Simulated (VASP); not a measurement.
# Be: relaxation of cell and atoms with PBE

Crystal: Be.

```xyz
3
Lattice="-1.5504 1.5504 3.8368 1.5504 -1.5504 3.8368 1.5504 1.5504 -3.8368" Properties=species:S:1:pos:R:3 pbc="T T T"
Be    0.0000    0.0000    2.9152
Be    0.0000    1.5504    1.9184
Be    0.0000    0.0000    4.7584
```

The cell was generated, and may not be a known phase.

| Item | Value |
| --- | --- |
| Program | VASP 6.6.1 |
| Task | relaxation of cell and atoms |
| Functional | PBE |
| Potentials or basis | VASP PAW PBE potentials, release 64 (Be) |
| Cutoff | 600 eV |
| k mesh | 8 × 8 × 8 |
| Occupations | gaussian, width 0.1 eV |
| Spin | no spin polarisation |
| Dipole correction | no |
| Further INCAR settings | ALGO = Normal; EDIFF = 1e-06; IBRION = 2; EDIFFG = -0.04; NSW = 90; ISIF = 3 |

| Property | Result |
| --- | --- |
| Relaxed volume | 9.65 Å³/atom |
| Relaxed cell | a = 6.021 Å, b = 6.021 Å, c = 6.021 Å, α = 158.63°, β = 158.63°, γ = 30.40° |
| Space group after relaxing (to 0.1 Å) | I-4m2 (No. 119) |
| Energy gained by relaxing | 1166.8 meV/atom |
| Ionic steps | 39 |
| Pressure after relaxing | -0.1 GPa |
| Largest force after relaxing | 0.003 eV/Å |
| Band gap on the k mesh | zero (bands 3 and 4 overlap by 3.06 eV) |

Forces on the atoms (eV/Å):
```
Be   0.000  0.000 -0.003
Be   0.000  0.000  0.000
Be   0.000  0.000  0.003
```

Stress tensor (GPa, compression positive):
```
-0.19  0.00  0.00
 0.00 -0.19  0.00
 0.00  0.00  0.11
```

Step by step:
```csv
step,energy change (eV),largest force (eV/Å),pressure (GPa),volume (Å³)
1,0.0000,0.5316,17.67,36.89
2,-0.5469,0.4861,4.25,44.57
3,-0.5854,0.6082,1.83,47.01
4,-0.5900,0.6450,0.85,48.19
5,-0.6233,0.2996,-0.10,49.23
6,-0.6291,0.0719,-0.58,49.89
7,-0.6408,0.0653,-0.60,49.57
8,-0.7005,0.1178,-0.83,48.58
9,-1.0014,0.1977,-1.90,46.46
10,-1.8523,0.9393,-4.70,41.76
11,-2.2220,5.8554,3.22,31.15
12,-2.3993,3.1417,-5.15,37.18
13,-2.4912,4.1583,-3.66,34.93
14,-2.4832,3.8948,-4.21,35.52
15,-2.4835,3.8996,-4.22,35.51
16,-2.4845,3.9108,-4.21,35.49
17,-2.4863,3.9346,-4.20,35.45
18,-2.4891,3.9824,-4.19,35.37
19,-2.4921,4.0792,-4.13,35.20
20,-2.4952,4.0672,-4.15,35.19
21,-2.5045,4.0346,-4.20,35.18
22,-2.5228,3.9684,-4.31,35.17
23,-2.5586,3.8382,-4.53,35.13
24,-2.6268,3.5878,-4.97,35.07
25,-2.7506,3.1227,-5.79,34.93
26,-2.9516,2.3253,-7.19,34.65
27,-3.2045,1.2124,-9.20,34.06
28,-3.3340,0.1263,-9.19,32.79
29,-3.3737,0.0787,-8.00,32.13
30,-3.4548,0.1192,-3.92,30.21
31,-3.4093,0.6961,8.50,26.59
32,-3.4755,0.2741,-0.72,29.01
33,-3.4761,0.3048,-0.05,28.80
34,-3.4872,0.2671,0.20,28.76
35,-3.4970,0.0732,1.21,28.65
36,-3.4983,0.1407,0.89,28.68
37,-3.4983,0.1335,0.93,28.68
38,-3.5000,0.0663,0.42,28.82
39,-3.5005,0.0034,-0.09,28.96
```

Final structure:
```cif
data_structure
_symmetry_space_group_name_H-M 'P 1'
_symmetry_Int_Tables_number 1
_cell_length_a 6.0214
_cell_length_b 6.0214
_cell_length_c 6.0214
_cell_angle_alpha 158.632
_cell_angle_beta 158.632
_cell_angle_gamma 30.399
_cell_volume 28.96
loop_
_atom_site_label
_atom_site_type_symbol
_atom_site_fract_x
_atom_site_fract_y
_atom_site_fract_z
_atom_site_occupancy
Be1 Be 0.40968 0.40968 0.00000 1
Be2 Be 0.75000 0.25000 0.50000 1
Be3 Be 0.59032 0.59032 0.00000 1
```

Levels at points of the mesh, in eV from the Fermi level:
| k point | band 1 | band 2 | band 3 | band 4 | band 5 | band 6 | band 7 |
| --- | --- | --- | --- | --- | --- | --- | --- |
| (0.00, 0.00, 0.00) | -9.97 | -6.74 | -6.50 | 4.39 | 5.40 | 12.50 | 12.50 |
| (0.50, 0.00, 0.00) | -4.77 | -3.71 | -1.93 | -1.45 | -0.15 | 3.94 | 6.40 |
| (0.50, 0.50, 0.00) | 0.73 | 0.77 | 1.23 | 1.28 | 2.69 | 3.03 | 5.43 |
| (0.50, 0.50, 0.50) | -9.31 | -8.90 | -3.91 | 0.41 | 11.83 | 11.94 | 12.74 |

Run time: 17 min on 1 thread of Intel Xeon 8259CL, with other jobs on the host, peak memory 0.22 GiB.

Caveat: the volume moved by over 15 % at a fixed basis, so the end points are rough.
